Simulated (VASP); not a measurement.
Input of a VASP 6.6.1 run:

The input INCAR:

```
SYSTEM = Rh
PREC = Accurate ; ENCUT = 530
EDIFF = 1E-6 ; ISMEAR = 0
SIGMA = 1.0 ; LREAL = .FALSE.
LASPH = .TRUE. ; NELM = 120
ALGO = Normal ; ISIF = 2
LWAVE = .FALSE. ; LCHARG = .FALSE.
NBANDS = 14 ; GGA_COMPAT = .FALSE.
```

KPOINTS

```
regular mesh
0
G
  14 14 14
  0 0 0
```

POSCAR

```
Rh
1.0
    0.0000000000      1.8776226225      1.8776226225
    1.8776226225      0.0000000000      1.8776226225
    1.8776226225      1.8776226225      0.0000000000
Rh
1
Direct
    0.0000000000      0.0000000000      0.0000000000
```

Potentials or basis: VASP PAW LDA potentials, release 64 (Rh_sv_GW).

The run is started by

```bash
$ cat potpaw_LDA.64/Rh_sv_GW/POTCAR > POTCAR
$ mpirun -np 1 vasp_std > vasp.out
```

Task: Predict the pressure.

Result: 3.8 GPa.
